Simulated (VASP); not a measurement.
# Cs (Im-3m) in VASP: further runs

Aim: see how the results for Cs move with the level of theory and the settings. Levels: PBEsol, LDA, PBE. Tasks: vibrations by perturbation theory, single point.

All numbers are computed with VASP 6.6.1; they aren't measurements. Logs are shortened: lines on timing, memory, paths and dates and some standing lists are left out, and cuts for length are marked.

**1. The cell of the first run**

Symmetry: Im-3m, No. 229, cubic system. The conventional cell has a = 6.257 Å, b = 6.257 Å, c = 6.257 Å, α = 90.00°, β = 90.00°, γ = 90.00°.

**2. Vibrations by perturbation theory, PBEsol**

Input file INCAR:

```
PREC = Accurate
ENCUT = 520
EDIFF = 1E-8
ISMEAR = -1
SIGMA = 0.05
LREAL = F
LASPH = T
NELM = 80
ALGO = Normal
ISIF = 2
LWAVE = F
LCHARG = F
GGA = PS
NBANDS = 10
IBRION = 8
NSW = 1
```

Input file KPOINTS:

```
regular mesh
0
Gamma
  6 6 6
```

Input file POSCAR:

```
Cs
1.0
   -3.1284650614      3.1284650614      3.1284650614
    3.1284650614     -3.1284650614      3.1284650614
    3.1284650614      3.1284650614     -3.1284650614
Cs
1
Direct
    0.0000000000      0.0000000000      0.0000000000
```

Potentials or basis: VASP PAW PBE potentials, release 64 (Cs_sv).

Started as:

```console
$ cat potpaw_PBE.64/Cs_sv/POTCAR > POTCAR
$ mpirun -np 1 vasp_std > vasp.out
```

OUTCAR:

```text
PREC = Accurate
   ENCUT = 520
   EDIFF = 1E-8
   ISMEAR = -1
   LREAL = F
   LASPH = T
   NELM = 80
   ISIF = 2
   GGA = PS
   IBRION = 8
   NSW = 1

 ion  position               nearest neighbor table
   1  0.000  0.000  0.000-

  LATTYP: Found a body centered cubic cell.
 ALAT       =     6.2569301228

  Lattice vectors:

 A1 = (  -3.1284650614,   3.1284650614,   3.1284650614)
 A2 = (   3.1284650614,  -3.1284650614,   3.1284650614)
 A3 = (   3.1284650614,   3.1284650614,  -3.1284650614)

Analysis of symmetry for initial positions (statically):
=====================================================================
 Subroutine PRICEL returns:
 Original cell was already a primitive cell.

 Routine SETGRP: Setting up the symmetry group for a
 body centered cubic supercell.

 Subroutine GETGRP returns: Found 48 space group operations
 (whereof 48 operations were pure point group operations)
 out of a pool of 48 trial point group operations.

The static configuration has the point symmetry O_h .

Analysis of symmetry for dynamics (positions and initial velocities):
=====================================================================
 Subroutine PRICEL returns:
 Original cell was already a primitive cell.

 Routine SETGRP: Setting up the symmetry group for a
 body centered cubic supercell.

 Subroutine GETGRP returns: Found 48 space group operations
 (whereof 48 operations were pure point group operations)
 out of a pool of 48 trial point group operations.

The dynamic configuration has the point symmetry O_h .

 Subroutine INISYM returns: Found 48 space group operations
 (whereof 48 operations are pure point group operations),
 and found     1 'primitive' translations

----------------------------------------------------------------------------------------

                                     Primitive cell

  volume of cell :     122.4768

  direct lattice vectors                    reciprocal lattice vectors
    -3.128465061  3.128465061  3.128465061     0.000000000  0.159822785  0.159822785
     3.128465061 -3.128465061  3.128465061     0.159822785  0.000000000  0.159822785
     3.128465061  3.128465061 -3.128465061     0.159822785  0.159822785  0.000000000

  length of vectors
     5.418660436  5.418660436  5.418660436     0.226023551  0.226023551  0.226023551

  position of ions in fractional coordinates (direct lattice)
     0.000000000  0.000000000  0.000000000

  ion indices of the primitive-cell ions
   primitive index   ion index
                 1           1

----------------------------------------------------------------------------------------

 KPOINTS: regular mesh

Automatic generation of k-mesh.
 Grid dimensions read from file:
 generate k-points for:    6    6    6

 Generating k-lattice:

  Cartesian coordinates                     Fractional coordinates (reciprocal lattice)
     0.000000000  0.026637131  0.026637131     0.166666667  0.000000000  0.000000000
     0.026637131  0.000000000  0.026637131     0.000000000  0.166666667  0.000000000
     0.026637131  0.026637131  0.000000000     0.000000000  0.000000000  0.166666667

  Length of vectors
     0.037670592  0.037670592  0.037670592

  Shift w.r.t. Gamma in fractional coordinates (k-lattice)
     0.000000000  0.000000000  0.000000000

 Subroutine IBZKPT returns following result:
[... 51 lines left out ...]
   NELECT =       9.0000    total number of electrons
   NUPDOWN=      -1.0000    fix difference up-down
   EMIN   =  10.00;   EMAX   =-10.00  energy-range for DOS
   EFERMI =   0.00;   METHOD = LEGACY
   ISMEAR =    -1;   SIGMA  =   0.05  broadening in eV -4-tet -1-fermi 0-gaus
   EFERMI_NEDOS =   21; number of points for ismear=-14 and -15
   IALGO  =     38    algorithm
   IMIX   =      4    mixing-type and parameters
     AMIX     =   0.40;   BMIX     =  1.00
     AMIX_MAG =   1.60;   BMIX_MAG =  1.00
  volume/ion in A,a.u.               =     122.48       826.51
  Fermi-wavevector in a.u.,A,eV,Ry     =   0.685706  1.295796  6.397353  0.470192
  Thomas-Fermi vector in A             =   1.765724
   LORBIT       =      0    0 simple, 1 ext, 2 COOP (PROOUT), +10 PAW based schemes
   GGA     = PS    functional components
   LHFCALC =     F    Hartree Fock is set to
   AEXX    =    0.0000 exact exchange contribution
   IVDW    =     0    specifies the selected vdW correction
   LEPSILON=     F    determine dielectric tensor
   LRPA    =     F    only Hartree local field effects (RPA)
 non-spin polarized calculation
  energy-cutoff  :      520.00
  volume of cell :      122.48
 maximum number of plane-waves:      3322
   NGX = 21   NGY = 21   NGZ = 21

--------------------------------------- Ionic step        1  -------------------------------------------

 number of electron       8.9999999 magnetization

 Free energy of the ion-electron system (eV)
  ---------------------------------------------------
  ext. energy  EPLUGINS =         0.00000000
  ---------------------------------------------------
  free energy    TOTEN  =        -0.92954508 eV

  energy without entropy =       -0.91155877  energy(sigma->0) =       -0.92055192

 E-fermi :   0.2322     XC(G=0):  -5.3152

 val. band max:        0.1063242772   @ k =   0.1667   0.1667   0.1667
 cond. band min:       0.2490556951   @ k =   0.3333   0.1667   0.0000
 fundamental gap:      0.1427314179
 Fermi energy:         0.2321835317

 k-point     1 :       0.0000    0.0000    0.0000
  band No.  band energies     occupation
      1     -23.6596      2.00000
      2     -10.3874      2.00000
      3     -10.3874      2.00000
      4     -10.3874      2.00000
      5      -1.3907      2.00000
      6       2.6882      0.00000
      7       2.6882      0.00000
      8       2.6882      0.00000
      9       3.5162      0.00000
     10       3.5162      0.00000
[... 183 lines left out ...]
 k-point    16 :       0.5000    0.5000    0.5000
  band No.  band energies     occupation
      1     -23.6507      2.00000
      2     -10.4674      2.00000
      3     -10.4674      2.00000
      4     -10.4674      2.00000
      5       0.9372      0.00000
      6       0.9372      0.00000
      7       3.0739      0.00000
      8       3.0739      0.00000
      9       3.0739      0.00000
     10       4.3700      0.00000

------------------------ aborting loop because EDIFF is reached ----------------------------------------

  FORCE on cell =-STRESS in cart. coord.  units (eV):
  Direction    XX          YY          ZZ          XY          YZ          ZX
  --------------------------------------------------------------------------------------
  -------------------------------------------------------------------------------------
  Total       -0.1524912     -0.1524912     -0.1524912      0.0000000      0.0000000      0.0000000
  in kB       -1.9948102     -1.9948102     -1.9948102      0.0000000      0.0000000      0.0000000
  external PRESSURE =      -1.9948102 kB  Pullay stress =       0.0000000 kB

 VOLUME and BASIS-vectors are now :
 -----------------------------------------------------------------------------
  energy-cutoff  :      520.00
  volume of cell :      122.48
      direct lattice vectors                 reciprocal lattice vectors
    -3.128465061  3.128465061  3.128465061     0.000000000  0.159822785  0.159822785
     3.128465061 -3.128465061  3.128465061     0.159822785  0.000000000  0.159822785
     3.128465061  3.128465061 -3.128465061     0.159822785  0.159822785  0.000000000

 POSITION                                       TOTAL-FORCE (eV/Angst)
 -----------------------------------------------------------------------------------
      0.00000      0.00000      0.00000         0.000000      0.000000     -0.000000
 -----------------------------------------------------------------------------------
    total drift:                                0.000000     -0.000000     -0.000000

  FREE ENERGIE OF THE ION-ELECTRON SYSTEM (eV)
  ---------------------------------------------------
  free  energy   TOTEN  =        -0.9295450754 eV

  energy  without entropy=       -0.9115587744  energy(sigma->0) =       -0.92055192

[... ionic steps 2 to 3 ...]

--------------------------------------- Ionic step        4  -------------------------------------------

 Free energy of the ion-electron system (eV)
  ---------------------------------------------------
  ---------------------------------------------------
  free energy    TOTEN  =        -0.19189863 eV

  energy without entropy =       -0.19189863

------------------------ aborting loop because EDIFF is reached ----------------------------------------

 INTERNAL STRAIN TENSOR  FOR ION    1  DIRECTION 1   (eV/Angst):
 -----------------------------------------------------------------------------
     0.00214 -0.00000  0.00000
    -0.00000  0.00134 -0.00000
    -0.00000 -0.00000  0.00134

 INTERNAL STRAIN TENSOR FOR ION    1 for displacements in x,y,z  (eV/Angst):
          X           Y           Z          XY          YZ          ZX
  --------------------------------------------------------------------------------
  x     0.00000     0.00000     0.00000     0.00000     0.00000     0.00000
  y     0.00000     0.00000     0.00000     0.00000     0.00000     0.00000
  z     0.00000     0.00000     0.00000     0.00000     0.00000     0.00000

 SECOND DERIVATIVES (NOT SYMMETRIZED)
 ------------------------------------
               1X          1Y          1Z
  1X     0.016297    0.000000    0.000000
  1Y     0.000000    0.016297    0.000000
  1Z     0.000000    0.000000    0.016297

 Eigenvectors and eigenvalues of the dynamical matrix
 ----------------------------------------------------

   1 f/i=    0.173119 THz     1.087740 2PiTHz    5.774635 cm-1     0.715963 meV
             X         Y         Z           dx          dy          dz
      0.000000  0.000000  0.000000     1.000000    0.000000    0.000000

   2 f/i=    0.173119 THz     1.087740 2PiTHz    5.774635 cm-1     0.715963 meV
             X         Y         Z           dx          dy          dz
      0.000000  0.000000  0.000000     0.000000    1.000000    0.000000

   3 f/i=    0.173119 THz     1.087740 2PiTHz    5.774635 cm-1     0.715963 meV
             X         Y         Z           dx          dy          dz
      0.000000  0.000000  0.000000     0.000000    0.000000    1.000000

--------------------------------------------------------------------------------------------------------

 ELASTIC MODULI CONTR FROM IONIC RELAXATION (kBar)
 Direction    XX          YY          ZZ          XY          YZ          ZX
 --------------------------------------------------------------------------------
 XX           0.0000      0.0000      0.0000      0.0000      0.0000      0.0000
 YY           0.0000      0.0000      0.0000      0.0000      0.0000      0.0000
 ZZ           0.0000      0.0000      0.0000      0.0000      0.0000      0.0000
 XY           0.0000      0.0000      0.0000      0.0000      0.0000      0.0000
 YZ           0.0000      0.0000      0.0000      0.0000      0.0000      0.0000
 ZX           0.0000      0.0000      0.0000      0.0000      0.0000      0.0000
 --------------------------------------------------------------------------------
```

Wall time 39 s (1 thread of AMD EPYC 9R45 (Zen 5), shared host); peak memory 0.28 GiB.

Caveat: the PAW data sets were made with another functional, which shifts forces and pressure a little; spin-orbit coupling is left out, which moves the levels of the heavy elements.

**3. Single point, LDA**

POSCAR is that of step 2.

Input file INCAR.step1:

```
PREC = Accurate
ENCUT = 520
EDIFF = 1E-7
ISMEAR = -1
SIGMA = 0.05
LREAL = F
LASPH = T
NELM = 100
ALGO = Normal
ISIF = 2
LWAVE = F
LCHARG = T
NBANDS = 10
```

Input file KPOINTS.step1:

```
regular mesh
0
Gamma
  4 4 4
```

Input file INCAR.step2:

```
PREC = Accurate
ENCUT = 520
EDIFF = 1E-7
ISMEAR = -5
SIGMA = 0.05
LREAL = F
LASPH = T
NELM = 100
ALGO = Normal
ISIF = 2
LWAVE = F
LCHARG = F
LORBIT = 11
NBANDS = 10
NEDOS = 2001
ICHARG = 11
```

Input file KPOINTS.step2:

```
regular mesh
0
Gamma
  6 6 6
```

Potentials or basis: VASP PAW LDA potentials, release 64 (Cs_sv).

Started as:

```console
$ cat potpaw_LDA.64/Cs_sv/POTCAR > POTCAR
$ cp INCAR.step1 INCAR
$ cp KPOINTS.step1 KPOINTS
$ mpirun -np 1 vasp_std > vasp.out
$ cp INCAR.step2 INCAR
$ cp KPOINTS.step2 KPOINTS
$ mpirun -np 1 vasp_std > vasp.out
```

OUTCAR:

```text
PREC = Accurate
   ENCUT = 520
   EDIFF = 1E-7
   ISMEAR = -5
   LREAL = F
   LASPH = T
   NELM = 100
   ISIF = 2
   LORBIT = 11
   ICHARG = 11

 ion  position               nearest neighbor table
   1  0.000  0.000  0.000-

  LATTYP: Found a body centered cubic cell.
 ALAT       =     6.2569301228

  Lattice vectors:

 A1 = (  -3.1284650614,   3.1284650614,   3.1284650614)
 A2 = (   3.1284650614,  -3.1284650614,   3.1284650614)
 A3 = (   3.1284650614,   3.1284650614,  -3.1284650614)

Analysis of symmetry for initial positions (statically):
=====================================================================
 Subroutine PRICEL returns:
 Original cell was already a primitive cell.

 Routine SETGRP: Setting up the symmetry group for a
 body centered cubic supercell.

 Subroutine GETGRP returns: Found 48 space group operations
 (whereof 48 operations were pure point group operations)
 out of a pool of 48 trial point group operations.

The static configuration has the point symmetry O_h .

Analysis of symmetry for dynamics (positions and initial velocities):
=====================================================================
 Subroutine PRICEL returns:
 Original cell was already a primitive cell.

 Routine SETGRP: Setting up the symmetry group for a
 body centered cubic supercell.

 Subroutine GETGRP returns: Found 48 space group operations
 (whereof 48 operations were pure point group operations)
 out of a pool of 48 trial point group operations.

The dynamic configuration has the point symmetry O_h .

 Subroutine INISYM returns: Found 48 space group operations
 (whereof 48 operations are pure point group operations),
 and found     1 'primitive' translations

----------------------------------------------------------------------------------------

                                     Primitive cell

[... 105 lines left out ...]
   LORBIT       =     11    0 simple, 1 ext, 2 COOP (PROOUT), +10 PAW based schemes
   GGA     = CA    functional components
   LHFCALC =     F    Hartree Fock is set to
   AEXX    =    0.0000 exact exchange contribution
   IVDW    =     0    specifies the selected vdW correction
   LEPSILON=     F    determine dielectric tensor
   LRPA    =     F    only Hartree local field effects (RPA)
 non-spin polarized calculation
 Fermi weights with tetrahedron method with Bloechl corrections
  energy-cutoff  :      520.00
  volume of cell :      122.48
 maximum number of plane-waves:      3322

 number of electron       8.9999999 magnetization

 Free energy of the ion-electron system (eV)
  ---------------------------------------------------
  ext. energy  EPLUGINS =         0.00000000
  ---------------------------------------------------
  free energy    TOTEN  =        -0.95667880 eV

  energy without entropy =       -0.95667880  energy(sigma->0) =       -0.95667880

 E-fermi :   0.1558     XC(G=0):  -5.3832

 val. band max:        0.0250562526   @ k =   0.1667   0.1667   0.1667
 cond. band min:       0.1602583315   @ k =   0.3333   0.1667   0.0000
 fundamental gap:      0.1352020789
 Fermi energy:         0.1557692215

 k-point     1 :       0.0000    0.0000    0.0000
  band No.  band energies     occupation
      1     -23.7240      2.00000
      2     -10.4679      2.00000
      3     -10.4679      2.00000
      4     -10.4679      2.00000
      5      -1.4802      2.00000
      6       2.5176      0.00000
      7       2.5176      0.00000
      8       2.5176      0.00000
      9       3.3639      0.00000
     10       3.3639      0.00000
[... 183 lines left out ...]
 k-point    16 :       0.5000    0.5000    0.5000
  band No.  band energies     occupation
      1     -23.7150      2.00000
      2     -10.5499      2.00000
      3     -10.5499      2.00000
      4     -10.5499      2.00000
      5       0.8604      0.00000
      6       0.8604      0.00000
      7       3.0004      0.00000
      8       3.0004      0.00000
      9       3.0004      0.00000
     10       4.1197      0.00000

------------------------ aborting loop because EDIFF is reached ----------------------------------------

  FORCE on cell =-STRESS in cart. coord.  units (eV):
  Direction    XX          YY          ZZ          XY          YZ          ZX
  --------------------------------------------------------------------------------------
  -------------------------------------------------------------------------------------
  Total       -0.3377892     -0.3377892     -0.3377892     -0.0000000     -0.0000000     -0.0000000
  in kB       -4.4187803     -4.4187803     -4.4187803     -0.0000000     -0.0000000     -0.0000000
  external PRESSURE =      -4.4187803 kB  Pullay stress =       0.0000000 kB

 VOLUME and BASIS-vectors are now :
 -----------------------------------------------------------------------------
  energy-cutoff  :      520.00
  volume of cell :      122.48
      direct lattice vectors                 reciprocal lattice vectors
    -3.128465061  3.128465061  3.128465061     0.000000000  0.159822785  0.159822785
     3.128465061 -3.128465061  3.128465061     0.159822785  0.000000000  0.159822785
     3.128465061  3.128465061 -3.128465061     0.159822785  0.159822785  0.000000000

 POSITION                                       TOTAL-FORCE (eV/Angst)
 -----------------------------------------------------------------------------------
      0.00000      0.00000      0.00000         0.000000     -0.000000      0.000000
 -----------------------------------------------------------------------------------
    total drift:                                0.000000     -0.000000     -0.000000

  FREE ENERGIE OF THE ION-ELECTRON SYSTEM (eV)
  ---------------------------------------------------
  free  energy   TOTEN  =        -0.9566788042 eV

  energy  without entropy=       -0.9566788042  energy(sigma->0) =       -0.95667880

 total charge

# of ion       s       p       d       tot
------------------------------------------
    1        1.851   4.663   0.008   6.522
```

OUTCAR.step1:

```text
PREC = Accurate
   ENCUT = 520
   EDIFF = 1E-7
   ISMEAR = -1
   LREAL = F
[... 299 lines left out ...]

 POSITION                                       TOTAL-FORCE (eV/Angst)
 -----------------------------------------------------------------------------------
      0.00000      0.00000      0.00000         0.000000      0.000000     -0.000000
 -----------------------------------------------------------------------------------
    total drift:                                0.000000     -0.000000     -0.000000

  FREE ENERGIE OF THE ION-ELECTRON SYSTEM (eV)
  ---------------------------------------------------
  free  energy   TOTEN  =        -0.9181984627 eV

  energy  without entropy=       -0.8862748869  energy(sigma->0) =       -0.90223667
```

It took 14 s on 1 thread of Intel Xeon Platinum 8259CL at 2.50GHz (Skylake/Cascade Lake), shared host; peak memory 0.18 GiB.

What came out:

| Property | Result |
| --- | --- |
| Valence electrons inside the program's atomic spheres | Cs 6.52 |

Levels at points of the mesh, in eV from the Fermi level:
```
           k point  band 1  band 2  band 3  band 4  band 5  band 6  band 7  band 8  band 9
(0.00, 0.00, 0.00)  -23.88  -10.62  -10.62  -10.62   -1.64    2.36    2.36    2.36    3.21
(0.50, 0.00, 0.00)  -23.87  -10.74  -10.66  -10.62    0.02    0.86    1.59    2.99    3.60
(0.50, 0.50, 0.50)  -23.87  -10.71  -10.71  -10.71    0.70    0.70    2.84    2.84    2.84
```

Caveat: spin-orbit coupling is left out, which moves the levels of the heavy elements.

[end of part 1 of 2]
